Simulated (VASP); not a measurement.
# InSb (Cmcm) in VASP: further runs

Runs on InSb. Level: PBE. Tasks: single point.

Everything below comes from runs of VASP 6.6.1. Logs are shortened: lines on timing, memory, paths and dates and some standing lists are left out, and cuts for length are marked.

## (1) The cell of the first run

The structure is orthorhombic, space group Cmcm (No. 63). The conventional cell has a = 6.127 Å, b = 6.163 Å, c = 6.127 Å, α = 90.00°, β = 90.00°, γ = 90.00°. In (site symmetry m2m) has 6 Sb at 3.06 to 3.09 Å within 4.0 Å. Within 4.0 Å of Sb (site symmetry m2m) lie 6 In at 3.06 to 3.09 Å.

## (2) Single point, PBE

INCAR

```
PREC = Accurate
ENCUT = 520
EDIFF = 1E-7
ISMEAR = 1
SIGMA = 0.5
LREAL = F
LASPH = T
NELM = 100
ALGO = Normal
ISIF = 2
LWAVE = F
LCHARG = F
GGA = PE
NBANDS = 26
```

KPOINTS

```
Automatic mesh
0
Gamma
  10 10 8
```

POSCAR

```
InSb
1.0
    3.0633140000     -3.0813730000      0.0000000000
    3.0633140000      3.0813730000      0.0000000000
    0.0000000000      0.0000000000      6.1268940000
In Sb
2 2
Direct
    0.2794110000      0.7205890000      0.2500000000
    0.7205890000      0.2794110000      0.7500000000
    0.7772050000      0.2227950000      0.2500000000
    0.2227950000      0.7772050000      0.7500000000
```

Potentials or basis: VASP PAW PBE potentials, release 64 (In_d, Sb).

Launch:

```sh
$ cat potpaw_PBE.64/In_d/POTCAR potpaw_PBE.64/Sb/POTCAR > POTCAR
$ mpirun -np 1 vasp_std > vasp.out
```

OUTCAR:

```text
PREC = Accurate
   ENCUT = 520
   EDIFF = 1E-7
   ISMEAR = 1
   LREAL = F
   LASPH = T
   NELM = 100
   ISIF = 2
   GGA = PE

 ion  position               nearest neighbor table
   1  0.279  0.721  0.250-   3 3.06   3 3.06   3 3.07   4 3.08   4 3.08   3 3.09
   2  0.721  0.279  0.750-   4 3.06   4 3.06   4 3.07   3 3.08   3 3.08   4 3.09
   3  0.777  0.223  0.250-   1 3.06   1 3.06   1 3.07   2 3.08   2 3.08   1 3.09
   4  0.223  0.777  0.750-   2 3.06   2 3.06   2 3.07   1 3.08   1 3.08   2 3.09

  LATTYP: Found a base centered orthorhombic cell.
 ALAT       =     6.1266280000
 B/A-ratio  =     1.0058952494
 C/A-ratio  =     1.0000434170

  Lattice vectors:

 A1 = (   3.0633140000,  -3.0813730000,   0.0000000000)
 A2 = (   3.0633140000,   3.0813730000,   0.0000000000)
 A3 = (   0.0000000000,   0.0000000000,   6.1268940000)

Analysis of symmetry for initial positions (statically):
=====================================================================
 Subroutine PRICEL returns:
 Original cell was already a primitive cell.

 Routine SETGRP: Setting up the symmetry group for a
 base centered orthorhombic supercell.

 Subroutine GETGRP returns: Found  8 space group operations
 (whereof  4 operations were pure point group operations)
 out of a pool of  8 trial point group operations.

The static configuration has the point symmetry C_2h.
 The point group associated with its full space group is D_2h.

Analysis of symmetry for dynamics (positions and initial velocities):
=====================================================================
 Subroutine PRICEL returns:
 Original cell was already a primitive cell.

 Routine SETGRP: Setting up the symmetry group for a
 base centered orthorhombic supercell.

 Subroutine GETGRP returns: Found  8 space group operations
 (whereof  4 operations were pure point group operations)
 out of a pool of  8 trial point group operations.

The dynamic configuration has the point symmetry C_2h.
 The point group associated with its full space group is D_2h.

 Subroutine INISYM returns: Found  8 space group operations
 (whereof  4 operations are pure point group operations),
 and found     1 'primitive' translations

----------------------------------------------------------------------------------------

                                     Primitive cell

  volume of cell :     115.6661

  direct lattice vectors                    reciprocal lattice vectors
     3.063314000 -3.081373000  0.000000000     0.163221922 -0.162265328  0.000000000
     3.063314000  3.081373000  0.000000000     0.163221922  0.162265328  0.000000000
     0.000000000  0.000000000  6.126894000     0.000000000  0.000000000  0.163214836

  length of vectors
     4.344968611  4.344968611  6.126894000     0.230155236  0.230155236  0.163214836

  position of ions in fractional coordinates (direct lattice)
     0.279411000  0.720589000  0.250000000
     0.720589000  0.279411000  0.750000000
     0.777205000  0.222795000  0.250000000
     0.222795000  0.777205000  0.750000000

  ion indices of the primitive-cell ions
   primitive index   ion index
                 1           1
                 2           2
                 3           3
                 4           4

----------------------------------------------------------------------------------------

 KPOINTS: Automatic mesh

Automatic generation of k-mesh.
 Grid dimensions read from file:
 generate k-points for:   10   10    8

 Generating k-lattice:

  Cartesian coordinates                     Fractional coordinates (reciprocal lattice)
     0.016322192 -0.016226533  0.000000000     0.100000000 -0.000000000  0.000000000
     0.016322192  0.016226533  0.000000000    -0.000000000  0.100000000  0.000000000
     0.000000000  0.000000000  0.020401855     0.000000000  0.000000000  0.125000000

  Length of vectors
     0.023015524  0.023015524  0.020401855

  Shift w.r.t. Gamma in fractional coordinates (k-lattice)
     0.000000000  0.000000000  0.000000000

 Subroutine IBZKPT returns following result:
 ===========================================

 Found    155 irreducible k-points:

 Following reciprocal coordinates:
            Coordinates               Weight
  0.000000  0.000000  0.000000      1.000000
  0.100000 -0.000000  0.000000      4.000000
  0.200000 -0.000000  0.000000      4.000000
  0.300000  0.000000  0.000000      4.000000
  0.400000 -0.000000  0.000000      4.000000
  0.500000 -0.000000  0.000000      2.000000
[... 16 lines left out ...]
  0.300000  0.300000  0.000000      2.000000
  0.400000  0.300000  0.000000      4.000000
 [... further k-points ...]
   k-points           NKPTS =    155   k-points in BZ     NKDIM =    155   number of bands    NBANDS=     26
   number of dos      NEDOS =    301   number of ions     NIONS =      4
   total plane-waves  NPLWV =  49152
   dimension x,y,z NGX =    32 NGY =   32 NGZ =   48
   dimension x,y,z NGXF=    64 NGYF=   64 NGZF=   96
   ions per type =               2   2
   NGX,Y,Z   is equivalent  to a cutoff of  12.24, 12.24, 13.02 a.u.
   NGXF,Y,Z  is equivalent  to a cutoff of  24.49, 24.49, 26.05 a.u.
 SYSTEM =  unknown system
   PREC   = accura    normal or accurate (medium, high low for compatibility)
   ISTART =      0    job   : 0-new  1-cont  2-samecut
   ICHARG =      2    charge: 1-file 2-atom 10-const
   ISPIN  =      1    spin polarized calculation?
   LNONCOLLINEAR =      F non collinear calculations
   LSORBIT =      F    spin-orbit coupling
   LASPH  =      T    aspherical Exc in radial PAW
   ENCUT  =  520.0 eV  38.22 Ry    6.18 a.u.   8.08  8.08 11.39*2*pi/ulx,y,z
   NELM   =    100;   NELMIN=  2; NELMDL= -5     # of ELM steps
   EDIFF  = 0.1E-06   stopping-criterion for ELM
   LREAL  =      F    real-space projection
   EDIFFG = 0.1E-05   stopping-criterion for IOM
   NSW    =      0    number of steps for IOM
   IBRION =     -1    ionic relax: 0-MD 1-quasi-New 2-CG
   NFREE  =      0    steps in history (QN), initial steepest desc. (CG)
   ISIF   =      2    stress and relaxation
   ISYM   =      2    0-nonsym 1-usesym 2-fastsym
   POTIM  = 0.5000    time-step for ionic-motion
   TEBEG  =    0.0;   TEEND  =   0.0 temperature during run
   PSTRESS=    0.0 pullay stress
   NELECT =      36.0000    total number of electrons
   NUPDOWN=      -1.0000    fix difference up-down
   EMIN   =  10.00;   EMAX   =-10.00  energy-range for DOS
   EFERMI =   0.00;   METHOD = LEGACY
   ISMEAR =     1;   SIGMA  =   0.50  broadening in eV -4-tet -1-fermi 0-gaus
   EFERMI_NEDOS =   21; number of points for ismear=-14 and -15
   IALGO  =     38    algorithm
   IMIX   =      4    mixing-type and parameters
     AMIX     =   0.40;   BMIX     =  1.00
     AMIX_MAG =   1.60;   BMIX_MAG =  1.00
  volume/ion in A,a.u.               =      28.92       195.14
  Fermi-wavevector in a.u.,A,eV,Ry     =   1.109448  2.096553 16.747069  1.230875
  Thomas-Fermi vector in A             =   2.245988
   LORBIT       =      0    0 simple, 1 ext, 2 COOP (PROOUT), +10 PAW based schemes
   GGA     = PE    functional components
   LHFCALC =     F    Hartree Fock is set to
   AEXX    =    0.0000 exact exchange contribution
   IVDW    =     0    specifies the selected vdW correction
   LEPSILON=     F    determine dielectric tensor
   LRPA    =     F    only Hartree local field effects (RPA)
 non-spin polarized calculation
 Methfessel and Paxton  Order N= 1 SIGMA  =   0.50
  energy-cutoff  :      520.00
  volume of cell :      115.67
 maximum number of plane-waves:      3156
   NGX = 17   NGY = 17   NGZ = 23

 number of electron      35.9999988 magnetization

 Free energy of the ion-electron system (eV)
  ---------------------------------------------------
  ext. energy  EPLUGINS =         0.00000000
  ---------------------------------------------------
  free energy    TOTEN  =       -13.32724340 eV

  energy without entropy =      -13.30484189  energy(sigma->0) =      -13.31977623

 E-fermi :   6.6358     XC(G=0):  -9.7318

 val. band max:        6.6294988193   @ k =   0.0000   0.0000   0.0000
 cond. band min:       6.6400041442   @ k =   0.1000   0.1000   0.3750
 fundamental gap:      0.0105053248
 Fermi energy:         6.6358171382

 k-point     1 :       0.0000    0.0000    0.0000
  band No.  band energies     occupation
      1      -7.9050      2.00000
      2      -7.7851      2.00000
      3      -7.7810      2.00000
      4      -7.7742      2.00000
      5      -7.7664      2.00000
      6      -7.7617      2.00000
[... 18 lines left out ...]
     25      12.7277     -0.00000
     26      12.7643     -0.00000

 k-point     2 :       0.1000   -0.0000    0.0000
  band No.  band energies     occupation
      1      -7.8996      2.00000
      2      -7.7871      2.00000
      3      -7.7826      2.00000
      4      -7.7715      2.00000
      5      -7.7696      2.00000
      6      -7.7615      2.00000
[... 18 lines left out ...]
     25      12.7100     -0.00000
     26      12.9416     -0.00000

 k-point     3 :       0.2000   -0.0000    0.0000
  band No.  band energies     occupation
      1      -7.8849      2.00000
      2      -7.7934      2.00000
      3      -7.7884      2.00000
      4      -7.7767      2.00000
      5      -7.7642      2.00000
      6      -7.7609      2.00000
[... 18 lines left out ...]
     25      12.8885     -0.00000
     26      13.0642     -0.00000

 k-point     4 :       0.3000    0.0000    0.0000
  band No.  band energies     occupation
      1      -7.8648      2.00000
      2      -7.8016      2.00000
      3      -7.7987      2.00000
      4      -7.7847      2.00000
      5      -7.7600      2.00000
      6      -7.7544      2.00000
[... 18 lines left out ...]
     25      12.0695     -0.00000
     26      13.2358     -0.00000

 k-point     5 :       0.4000   -0.0000    0.0000
  band No.  band energies     occupation
      1      -7.8443      2.00000
      2      -7.8123      2.00000
      3      -7.8050      2.00000
      4      -7.7940      2.00000
      5      -7.7580      2.00000
      6      -7.7489      2.00000
[... 18 lines left out ...]
     25      12.1348     -0.00000
     26      13.5315     -0.00000

 k-point     6 :       0.5000   -0.0000    0.0000
  band No.  band energies     occupation
      1      -7.8307      2.00000
      2      -7.8218      2.00000
      3      -7.8048      2.00000
      4      -7.8006      2.00000
      5      -7.7557      2.00000
      6      -7.7509      2.00000
[... 427 lines left out ...]
 k-point    21 :      -0.3000    0.2000    0.0000
  band No.  band energies     occupation
      1      -7.8711      2.00000
      2      -7.8339      2.00000
      3      -7.7926      2.00000
      4      -7.7739      2.00000
      5      -7.7633      2.00000
      6      -7.7562      2.00000
[... 18 lines left out ...]
     25      12.8320     -0.00000
     26      13.0204     -0.00000

 k-point    22 :      -0.2000    0.2000    0.0000
  band No.  band energies     occupation
      1      -7.8767      2.00000
      2      -7.8164      2.00000
      3      -7.7904      2.00000
      4      -7.7740      2.00000
      5      -7.7609      2.00000
      6      -7.7545      2.00000
[... 18 lines left out ...]
     25      12.6361     -0.00000
     26      12.9609     -0.00000

 k-point    23 :       0.3000    0.3000    0.0000
  band No.  band energies     occupation
      1      -7.8750      2.00000
      2      -7.8588      2.00000
      3      -7.7866      2.00000
      4      -7.7745      2.00000
      5      -7.7701      2.00000
      6      -7.7543      2.00000
[... 18 lines left out ...]
     25      13.6542     -0.00000
     26      13.6809     -0.00000

 k-point    24 :       0.4000    0.3000    0.0000
  band No.  band energies     occupation
      1      -7.8820      2.00000
      2      -7.8766      2.00000
      3      -7.7796      2.00000
      4      -7.7759      2.00000
      5      -7.7695      2.00000
      6      -7.7620      2.00000
[... 18 lines left out ...]
     25      14.1095     -0.00000
     26      14.2407     -0.00000

 [... further k-points ...]

------------------------ aborting loop because EDIFF is reached ----------------------------------------

  FORCE on cell =-STRESS in cart. coord.  units (eV):
  Direction    XX          YY          ZZ          XY          YZ          ZX
  --------------------------------------------------------------------------------------
  -------------------------------------------------------------------------------------
  Total        0.1584787      0.1338633     -0.1525181      0.0000000      0.0000000      0.0000000
  in kB        2.1952065      1.8542396     -2.1126410      0.0000000      0.0000000      0.0000000
  external PRESSURE =       0.6456017 kB  Pullay stress =       0.0000000 kB

 VOLUME and BASIS-vectors are now :
 -----------------------------------------------------------------------------
  energy-cutoff  :      520.00
  volume of cell :      115.67
      direct lattice vectors                 reciprocal lattice vectors
     3.063314000 -3.081373000  0.000000000     0.163221922 -0.162265328  0.000000000
     3.063314000  3.081373000  0.000000000     0.163221922  0.162265328  0.000000000
     0.000000000  0.000000000  6.126894000     0.000000000  0.000000000  0.163214836

 POSITION                                       TOTAL-FORCE (eV/Angst)
 -----------------------------------------------------------------------------------
      3.06331      1.35943      1.53172         0.000000     -0.009091      0.000000
      3.06331     -1.35943      4.59517         0.000000      0.009091     -0.000000
      3.06331     -1.70834      1.53172         0.000000      0.023453     -0.000000
      3.06331      1.70834      4.59517         0.000000     -0.023453     -0.000000
 -----------------------------------------------------------------------------------
    total drift:                               -0.000000     -0.000000     -0.000000

  FREE ENERGIE OF THE ION-ELECTRON SYSTEM (eV)
  ---------------------------------------------------
  free  energy   TOTEN  =       -13.3272434017 eV

  energy  without entropy=      -13.3048418860  energy(sigma->0) =      -13.31977623
```

Wall time 5.3 min (1 thread of Oxide Virtual Turin-like, shared host); peak memory 0.48 GiB.

What came out:

- Free energy: -13.3272 eV
- Pressure: 0.1 GPa
- Largest force: 0.023 eV/Å
- Band gap on the k mesh: zero (band 18 reaches 7.22 eV, above the bottom of band 19 at 4.56 eV)

Forces on the atoms (eV/Å):
```
In   0.000 -0.009  0.000
In   0.000  0.009  0.000
Sb   0.000  0.023  0.000
Sb   0.000 -0.023  0.000
```

Stress tensor (GPa, compression positive):
```
 0.22  0.00  0.00
 0.00  0.19  0.00
 0.00  0.00 -0.21
```

Caveat: spin-orbit coupling is left out, which moves the levels of the heavy elements.

[end of part 1 of 2]
